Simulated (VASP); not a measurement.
MgS: single point with PBEsol

MgS:

```
CELL_PARAMETERS angstrom
4.12015 0.00000 0.00000
-2.06007 3.56815 0.00000
0.00000 0.00000 5.03394
ATOMIC_POSITIONS crystal
S 0.66667 0.33333 0.93750
S 0.33333 0.66667 0.43750
Mg 0.33333 0.66667 0.93750
Mg 0.66667 0.33333 0.43750
```

* Program: VASP 6.6.1
* Task: single point
* Functional: PBEsol
* Potentials or basis: VASP PAW PBE potentials, release 64 (S, Mg)
* Cutoff: 520 eV
* k mesh: 8 × 8 × 4
* Occupations: fermi-dirac, width 0.05 eV
* Spin: no spin polarisation
* Dipole correction: no
* Further INCAR settings: ALGO = Normal; EDIFF = 1e-06; NBANDS = 16

* Pressure: 10.0 GPa
* Band gap on the k mesh: 3.16 eV (least direct gap 3.17 eV)

Levels at points of the mesh, in eV from the valence-band top:
```csv
k point,band 6,band 7,band 8,band 9,band 10,band 11
"(0.00, 0.00, 0.00)",-1.04,-1.04,0.00,3.17,3.44,6.00
"(0.50, 0.00, 0.00)",-2.83,-1.98,-0.88,3.16,5.79,5.92
"(0.00, 0.00, 0.50)",-1.76,-1.76,-1.76,4.89,4.89,5.85
"(0.50, 0.00, 0.50)",-2.24,-1.05,-1.05,4.46,4.46,6.67
```

Run time: 13 s on 1 thread of Intel(R) Xeon(R) 6975P-C (Granite Rapids) (shared host), peak memory 0.2 GiB.

Caveat: the cell stands under pressure; the PAW data sets were made with another functional, which shifts forces and pressure a little. A k mesh can miss the band edges.
